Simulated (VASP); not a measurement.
## Sb: single point with PBE

The system is Sb.

```xyz
2
Lattice="3.1412 0.0000 -0.1628 0.0000 4.7598 0.0000 -0.2689 0.0000 4.4241" Properties=species:S:1:pos:R:3 pbc="T T T"
Sb    2.8204    3.5699    3.3311
Sb    0.0519    1.1900    0.9301
```

This cell differs from its parent crystal: strained and its atoms moved.

| Property | Result |
| --- | --- |
| Program | VASP 6.6.1 |
| Task | single point |
| Functional | PBE |
| Potentials or basis | VASP PAW PBE potentials, release 64 (Sb) |
| Cutoff | 520 eV |
| k mesh | 14 × 10 × 10 |
| Occupations | gaussian, width 0.1 eV |
| Spin | no spin polarisation |
| Dipole correction | no |
| Further INCAR settings | ALGO = Normal; EDIFF = 1e-06; NBANDS = 12 |

| Quantity | Value |
| --- | --- |
| Pressure | -2.5 GPa |
| Largest force | 0.104 eV/Å |
| Band gap on the k mesh | zero (bands 5 and 6 overlap by 6.81 eV) |

Forces on the atoms (eV/Å):
```
Sb   0.071  0.000 -0.076
Sb  -0.071  0.000  0.076
```

Stress tensor (GPa, compression positive):
```
-0.54  0.00  0.48
 0.00 -4.80  0.00
 0.48  0.00 -2.01
```

Levels at points of the mesh, in eV from the Fermi level:
```tsv
k point	band 3	band 4	band 5	band 6	band 7	band 8
(0.00, 0.00, 0.00)	-3.68	-2.55	1.35	3.10	3.55	3.88
(0.50, 0.00, 0.00)	-4.73	-1.84	-1.78	-0.50	3.05	4.08
(0.00, 0.50, 0.00)	-1.50	-1.50	0.05	0.05	4.83	4.83
(0.50, 0.50, 0.00)	-3.71	-3.71	0.23	0.23	2.29	2.29
(0.00, 0.00, 0.50)	-2.47	-1.70	-1.00	-0.38	4.07	5.75
(0.50, 0.00, 0.50)	-4.10	-2.92	-0.72	0.70	1.06	1.75
(0.00, 0.50, 0.50)	-4.78	-4.78	4.23	4.23	5.01	5.01
(0.50, 0.50, 0.50)	-3.45	-3.45	-2.52	-2.52	2.57	2.57
```

It took 68 s on 1 thread of Intel(R) Xeon(R) 6975P-C (Granite Rapids) (shared host), peak memory 0.41 GiB.

Caveat: the cell differs from its parent crystal (strained and its atoms moved); spin-orbit coupling is left out, which moves the levels of the heavy elements.
